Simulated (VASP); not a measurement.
# Ge (P6_3/mmc) in VASP: a series of runs

Runs on Ge. Level: r2SCAN. Tasks: single point, relaxation of cell and atoms.

All numbers are computed with VASP 6.6.1; they aren't measurements. Logs are shortened: lines on timing, memory, paths and dates and some standing lists are left out, and cuts for length are marked.

## Step 1: The cell of the first run

It takes space group P6_3/mmc (No. 194, hexagonal). The conventional cell has a = 2.760 Å, b = 2.760 Å, c = 4.684 Å, α = 90.00°, β = 90.00°, γ = 120.00°. Ge (site symmetry -6m2) has 12 Ge at 2.76 to 2.83 Å within 3.6 Å.

## Step 2: Single point, r2SCAN

Input file POSCAR:

```
Ge
1.0
    2.7596191397      0.0000000000      0.0000000000
   -1.3798095698      2.3899002797      0.0000000000
    0.0000000000      0.0000000000      4.6842001481
Ge
2
Direct
    0.3333333333      0.6666666667      0.2500000000
    0.6666666667      0.3333333333      0.7500000000
```

Input file INCAR.step1:

```
ALGO = Normal ; EDIFF = 1E-4
ENCUT = 520 ; GGA = PE
ISMEAR = -1 ; LASPH = True
LCHARG = False ; LREAL = False
LWAVE = True ; NBANDS = 21
NELM = 80 ; PREC = Accurate
SIGMA = 0.05
```

Input file INCAR.step2:

```
ALGO = Normal ; EDIFF = 1E-6
ENCUT = 520 ; ISIF = 2
ISMEAR = -1 ; ISTART = 1
LASPH = True ; LCHARG = True
LELF = True ; LMIXTAU = True
LREAL = False ; LVHAR = True
LWAVE = False ; METAGGA = R2SCAN
NBANDS = 21 ; NELM = 80
PREC = Accurate ; SIGMA = 0.05
```

Input file KPOINTS:

```
k-points
0
Gamma
  10 10 5
```

Potentials or basis: VASP PAW PBE potentials, release 64 (Ge_d).

The run is started by

```sh
$ cat potpaw_PBE.64/Ge_d/POTCAR > POTCAR
$ cp INCAR.step1 INCAR
$ mpirun -np 1 vasp_std > vasp.out
$ cp INCAR.step2 INCAR
$ mpirun -np 1 vasp_std > vasp.out
```

OUTCAR:

```text
EDIFF = 1E-6
   ENCUT = 520
   ISIF = 2
   ISMEAR = -1
   ISTART = 1
   LASPH = True
   LREAL = False
   METAGGA = R2SCAN
   NELM = 80
   PREC = Accurate

 ion  position               nearest neighbor table
   1  0.333  0.667  0.250-   2 2.83   2 2.83   2 2.83   2 2.83   2 2.83   2 2.83
   2  0.667  0.333  0.750-   1 2.83   1 2.83   1 2.83   1 2.83   1 2.83   1 2.83

  LATTYP: Found a hexagonal cell.
 ALAT       =     2.7596191397
 C/A-ratio  =     1.6974081969

  Lattice vectors:

 A1 = (   2.7596191397,   0.0000000000,   0.0000000000)
 A2 = (  -1.3798095698,   2.3899002797,   0.0000000000)
 A3 = (   0.0000000000,   0.0000000000,   4.6842001481)

Analysis of symmetry for initial positions (statically):
=====================================================================
 Subroutine PRICEL returns:
 Original cell was already a primitive cell.

 Routine SETGRP: Setting up the symmetry group for a
 hexagonal supercell.

 Subroutine GETGRP returns: Found 24 space group operations
 (whereof 12 operations were pure point group operations)
 out of a pool of 24 trial point group operations.

The static configuration has the point symmetry D_3d.
 The point group associated with its full space group is D_6h.

Analysis of symmetry for dynamics (positions and initial velocities):
=====================================================================
 Subroutine PRICEL returns:
 Original cell was already a primitive cell.

 Routine SETGRP: Setting up the symmetry group for a
 hexagonal supercell.

 Subroutine GETGRP returns: Found 24 space group operations
 (whereof 12 operations were pure point group operations)
 out of a pool of 24 trial point group operations.

The dynamic configuration has the point symmetry D_3d.
 The point group associated with its full space group is D_6h.

 Subroutine INISYM returns: Found 24 space group operations
 (whereof 12 operations are pure point group operations),
 and found     1 'primitive' translations

----------------------------------------------------------------------------------------

                                     Primitive cell

  volume of cell :      30.8933

  direct lattice vectors                    reciprocal lattice vectors
     2.759619140  0.000000000  0.000000000     0.362368845  0.209213750  0.000000000
    -1.379809570  2.389900280  0.000000000     0.000000000  0.418427500  0.000000000
     0.000000000  0.000000000  4.684200148     0.000000000  0.000000000  0.213483619

  length of vectors
     2.759619140  2.759619140  4.684200148     0.418427500  0.418427500  0.213483619

  position of ions in fractional coordinates (direct lattice)
     0.333333333  0.666666667  0.250000000
     0.666666667  0.333333333  0.750000000

  ion indices of the primitive-cell ions
   primitive index   ion index
                 1           1
                 2           2

----------------------------------------------------------------------------------------

 KPOINTS: k-points

Automatic generation of k-mesh.
 Grid dimensions read from file:
 generate k-points for:   10   10    5

 Generating k-lattice:

  Cartesian coordinates                     Fractional coordinates (reciprocal lattice)
     0.036236884  0.020921375  0.000000000     0.100000000  0.000000000  0.000000000
     0.000000000  0.041842750  0.000000000     0.000000000  0.100000000  0.000000000
     0.000000000  0.000000000  0.042696724     0.000000000  0.000000000  0.200000000

  Length of vectors
     0.041842750  0.041842750  0.042696724

  Shift w.r.t. Gamma in fractional coordinates (k-lattice)
     0.000000000  0.000000000  0.000000000

 Subroutine IBZKPT returns following result:
 ===========================================

 Found     42 irreducible k-points:

 Following reciprocal coordinates:
            Coordinates               Weight
  0.000000  0.000000  0.000000      1.000000
  0.100000 -0.000000  0.000000      6.000000
  0.200000 -0.000000  0.000000      6.000000
  0.300000 -0.000000  0.000000      6.000000
  0.400000 -0.000000  0.000000      6.000000
  0.500000 -0.000000  0.000000      3.000000
[... 16 lines left out ...]
  0.300000  0.100000  0.200000     24.000000
  0.400000  0.100000  0.200000     24.000000
 [... further k-points ...]
   k-points           NKPTS =     42   k-points in BZ     NKDIM =     42   number of bands    NBANDS=     21
   number of dos      NEDOS =    301   number of ions     NIONS =      2
   total plane-waves  NPLWV =  20736
   dimension x,y,z NGX =    24 NGY =   24 NGZ =   36
   dimension x,y,z NGXF=    48 NGYF=   48 NGZF=   72
   ions per type =               2
   NGX,Y,Z   is equivalent  to a cutoff of  14.46, 14.46, 12.78 a.u.
   NGXF,Y,Z  is equivalent  to a cutoff of  28.92, 28.92, 25.55 a.u.
 SYSTEM =  unknown system
   PREC   = accura    normal or accurate (medium, high low for compatibility)
   ISTART =      1    job   : 0-new  1-cont  2-samecut
   ICHARG =      0    charge: 1-file 2-atom 10-const
   ISPIN  =      1    spin polarized calculation?
   LNONCOLLINEAR =      F non collinear calculations
   LSORBIT =      F    spin-orbit coupling
   LASPH  =      T    aspherical Exc in radial PAW
   ENCUT  =  520.0 eV  38.22 Ry    6.18 a.u.   5.13  5.13  8.71*2*pi/ulx,y,z
   NELM   =     80;   NELMIN=  2; NELMDL=  0     # of ELM steps
   EDIFF  = 0.1E-05   stopping-criterion for ELM
   LREAL  =      F    real-space projection
   EDIFFG = 0.1E-04   stopping-criterion for IOM
   NSW    =      0    number of steps for IOM
   IBRION =     -1    ionic relax: 0-MD 1-quasi-New 2-CG
   NFREE  =      0    steps in history (QN), initial steepest desc. (CG)
   ISIF   =      2    stress and relaxation
   ISYM   =      2    0-nonsym 1-usesym 2-fastsym
   POTIM  = 0.5000    time-step for ionic-motion
   TEBEG  =    0.0;   TEEND  =   0.0 temperature during run
   PSTRESS=    0.0 pullay stress
   NELECT =      28.0000    total number of electrons
   NUPDOWN=      -1.0000    fix difference up-down
   EMIN   =  10.00;   EMAX   =-10.00  energy-range for DOS
   EFERMI =   0.00;   METHOD = LEGACY
   ISMEAR =    -1;   SIGMA  =   0.05  broadening in eV -4-tet -1-fermi 0-gaus
   EFERMI_NEDOS =   21; number of points for ismear=-14 and -15
   IALGO  =     38    algorithm
   IMIX   =      4    mixing-type and parameters
     AMIX     =   0.40;   BMIX     =  1.00
     AMIX_MAG =   1.60;   BMIX_MAG =  1.00
  volume/ion in A,a.u.               =      15.45       104.24
  Fermi-wavevector in a.u.,A,eV,Ry     =   1.584307  2.993906 34.151020  2.510029
  Thomas-Fermi vector in A             =   2.683945
   LORBIT       =      0    0 simple, 1 ext, 2 COOP (PROOUT), +10 PAW based schemes
   METAGGA = R2SCAN    functional components
   LHFCALC =     F    Hartree Fock is set to
   AEXX    =    0.0000 exact exchange contribution
   IVDW    =     0    specifies the selected vdW correction
   LEPSILON=     F    determine dielectric tensor
   LRPA    =     F    only Hartree local field effects (RPA)
 non-spin polarized calculation
  energy-cutoff  :      520.00
  volume of cell :       30.89
 maximum number of plane-waves:       851
 NGX is ok and might be reduce to    24
   NGX = 11   NGY = 11   NGZ = 17

 number of electron      28.0000012 magnetization

 Free energy of the ion-electron system (eV)
  ---------------------------------------------------
  ext. energy  EPLUGINS =         0.00000000
  ---------------------------------------------------
  free energy    TOTEN  =       -26.26596297 eV

  energy without entropy =      -26.26235952  energy(sigma->0) =      -26.26416124

 E-fermi :   9.2977     XC(G=0): -13.6913

 val. band max:        8.8968020715   @ k =   0.2000   0.2000   0.2000
 cond. band min:       9.3003963033   @ k =   0.2000   0.1000   0.0000
 fundamental gap:      0.4035942318
 Fermi energy:         9.2976630471

 k-point     1 :       0.0000    0.0000    0.0000
  band No.  band energies     occupation
      1     -16.6143      2.00000
      2     -16.6023      2.00000
      3     -16.5772      2.00000
      4     -16.5771      2.00000
      5     -16.5637      2.00000
      6     -16.5637      2.00000
[... 13 lines left out ...]
     20      23.9094      0.00000
     21      26.1134      0.00000

 k-point     2 :       0.1000   -0.0000    0.0000
  band No.  band energies     occupation
      1     -16.6125      2.00000
      2     -16.5975      2.00000
      3     -16.5722      2.00000
      4     -16.5601      2.00000
      5     -16.5595      2.00000
      6     -16.5468      2.00000
[... 13 lines left out ...]
     20      24.7562      0.00000
     21      25.3479      0.00000

 k-point     3 :       0.2000   -0.0000    0.0000
  band No.  band energies     occupation
      1     -16.6359      2.00000
      2     -16.5809      2.00000
      3     -16.5663      2.00000
      4     -16.5412      2.00000
      5     -16.5254      2.00000
      6     -16.5210      2.00000
[... 13 lines left out ...]
     20      22.9408      0.00000
     21      25.2022      0.00000

 k-point     4 :       0.3000   -0.0000    0.0000
  band No.  band energies     occupation
      1     -16.6673      2.00000
      2     -16.5967      2.00000
      3     -16.5791      2.00000
      4     -16.5422      2.00000
      5     -16.5288      2.00000
      6     -16.4849      2.00000
[... 13 lines left out ...]
     20      22.7005      0.00000
     21      24.6097      0.00000

 k-point     5 :       0.4000   -0.0000    0.0000
  band No.  band energies     occupation
      1     -16.6924      2.00000
      2     -16.6123      2.00000
      3     -16.6116      2.00000
      4     -16.5551      2.00000
      5     -16.5064      2.00000
      6     -16.4988      2.00000
[... 13 lines left out ...]
     20      22.5346      0.00000
     21      24.1549      0.00000

 k-point     6 :       0.5000   -0.0000    0.0000
  band No.  band energies     occupation
      1     -16.7019      2.00000
      2     -16.6253      2.00000
      3     -16.6176      2.00000
      4     -16.5598      2.00000
      5     -16.5140      2.00000
      6     -16.4876      2.00000
[... 13 lines left out ...]
     20      22.4038      0.00000
     21      23.9401      0.00000

 k-point     7 :       0.1000    0.1000    0.0000
  band No.  band energies     occupation
      1     -16.6064      2.00000
      2     -16.6056      2.00000
      3     -16.5578      2.00000
      4     -16.5573      2.00000
      5     -16.5276      2.00000
      6     -16.5263      2.00000
[... 13 lines left out ...]
     20      23.4923      0.00000
     21      23.9512      0.00000
[... 291 lines left out ...]
      1     -16.6935      2.00000
      2     -16.6335      2.00000
      3     -16.6232      2.00000
      4     -16.5456      2.00000
      5     -16.5452      2.00000
      6     -16.4631      2.00000
[... 13 lines left out ...]
     20      20.9359      0.00000
     21      23.3443      0.00000

 k-point    21 :       0.1000    0.1000    0.2000
  band No.  band energies     occupation
      1     -16.6068      2.00000
      2     -16.6010      2.00000
      3     -16.5772      2.00000
      4     -16.5615      2.00000
      5     -16.5309      2.00000
      6     -16.5261      2.00000
[... 13 lines left out ...]
     20      23.3091      0.00000
     21      24.1524      0.00000

 k-point    22 :       0.2000    0.1000    0.2000
  band No.  band energies     occupation
      1     -16.6307      2.00000
      2     -16.5912      2.00000
      3     -16.5821      2.00000
      4     -16.5464      2.00000
      5     -16.5335      2.00000
      6     -16.5046      2.00000
[... 13 lines left out ...]
     20      21.6512      0.00000
     21      23.2971      0.00000

 k-point    23 :       0.3000    0.1000    0.2000
  band No.  band energies     occupation
      1     -16.6564      2.00000
      2     -16.6061      2.00000
      3     -16.5968      2.00000
      4     -16.5510      2.00000
      5     -16.5284      2.00000
      6     -16.4906      2.00000
[... 13 lines left out ...]
     20      20.8667      0.00000
     21      22.7526      0.00000

 k-point    24 :       0.4000    0.1000    0.2000
  band No.  band energies     occupation
      1     -16.6716      2.00000
      2     -16.6272      2.00000
      3     -16.6036      2.00000
      4     -16.5532      2.00000
      5     -16.5411      2.00000
      6     -16.4673      2.00000
[... 13 lines left out ...]
     20      20.7507      0.00000
     21      23.8281      0.00000

 [... further k-points ...]
[... 5 lines left out ...]
  --------------------------------------------------------------------------------------
  -------------------------------------------------------------------------------------
  Total        3.7889601      3.7889601      3.7974978      0.0000000     -0.0000000      0.0000000
  in kB      196.5016661    196.5016661    196.9444463      0.0000000     -0.0000000      0.0000000
  external PRESSURE =     196.6492595 kB  Pullay stress =       0.0000000 kB

 VOLUME and BASIS-vectors are now :
 -----------------------------------------------------------------------------
  energy-cutoff  :      520.00
  volume of cell :       30.89
      direct lattice vectors                 reciprocal lattice vectors
     2.759619140  0.000000000  0.000000000     0.362368845  0.209213750  0.000000000
    -1.379809570  2.389900280  0.000000000     0.000000000  0.418427500  0.000000000
     0.000000000  0.000000000  4.684200148     0.000000000  0.000000000  0.213483619

 POSITION                                       TOTAL-FORCE (eV/Angst)
 -----------------------------------------------------------------------------------
     -0.00000      1.59327      1.17105         0.000000      0.000000      0.000000
      1.37981      0.79663      3.51315        -0.000000      0.000000      0.000000
 -----------------------------------------------------------------------------------
    total drift:                               -0.000000      0.000000     -0.000000

  FREE ENERGIE OF THE ION-ELECTRON SYSTEM (eV)
  ---------------------------------------------------
  free  energy   TOTEN  =       -26.2659629657 eV

  energy  without entropy=      -26.2623595221  energy(sigma->0) =      -26.26416124
```

Wall time 86 s (1 thread of Intel Xeon Platinum 8488C (Sapphire Rapids), shared host); peak memory 0.17 GiB.

Results:

```yaml
Free_energy: -26.2660 eV
Pressure: 19.7 GPa
Band_gap_on_the_k_mesh: zero (band 14 reaches 18.51 eV, above the bottom of band 15 at 6.05 eV)
```

Caveat: the PAW data sets were made with another functional, which shifts forces and pressure a little.

## Step 3: Single point, r2SCAN

This run uses another cell than the first one, of 16.65 Å³/atom, 1.078 times its volume.

Input file POSCAR:

```
Ge
1.0
    2.8193497286      0.0000000000      0.0000000000
   -1.4096748643      2.4416284871      0.0000000000
    0.0000000000      0.0000000000      4.8380819540
Ge
2
Direct
    0.3333333333      0.6666666667      0.2500000000
    0.6666666667      0.3333333333      0.7500000000
```

Input file INCAR.step1:

```
  ALGO = Normal
  EDIFF = 1E-4
  ENCUT = 520
  GGA = PE
  ISMEAR = -1
  LASPH = True
  LCHARG = False
  LREAL = False
  LWAVE = True
  NBANDS = 21
  NELM = 80
  PREC = Accurate
  SIGMA = 0.05
```

Input file INCAR.step2:

```
  ALGO = Normal
  EDIFF = 1E-6
  ENCUT = 520
  ISIF = 2
  ISMEAR = -1
  ISTART = 1
  LASPH = True
  LCHARG = False
  LMIXTAU = True
  LREAL = False
  LWAVE = False
  METAGGA = R2SCAN
  NBANDS = 21
  NELM = 80
  PREC = Accurate
  SIGMA = 0.05
```

KPOINTS is that of step 2.

Potentials or basis: VASP PAW PBE potentials, release 64 (Ge_d).

The run is started by

```sh
$ cat potpaw_PBE.64/Ge_d/POTCAR > POTCAR
$ cp INCAR.step1 INCAR
$ mpirun -np 1 vasp_std > vasp.out
$ cp INCAR.step2 INCAR
$ mpirun -np 1 vasp_std > vasp.out
```

It took 1.8 min on 1 thread of Intel Xeon Platinum 8488C (Sapphire Rapids), shared host; peak memory 0.16 GiB.

The run converged. Its results:

| Quantity | Value |
| --- | --- |
| Free energy | -26.4836 eV |
| Pressure | 9.8 GPa |
| Band gap on the k mesh | zero (band 14 reaches 17.08 eV, above the bottom of band 15 at 5.39 eV) |

Levels at points of the mesh, in eV from the Fermi level:
```csv
k point,band 10,band 11,band 12,band 13,band 14,band 15,band 16,band 17,band 18,band 19
"(0.00, 0.00, 0.00)",-25.58,-15.19,-9.36,-7.01,8.83,8.83,9.59,10.88,10.88,13.71
"(0.50, 0.00, 0.00)",-25.55,-8.99,-7.87,-2.96,-2.55,-1.37,1.18,3.49,7.73,8.15
```

Caveat: the PAW data sets were made with another functional, which shifts forces and pressure a little.

[end of part 1 of 2]
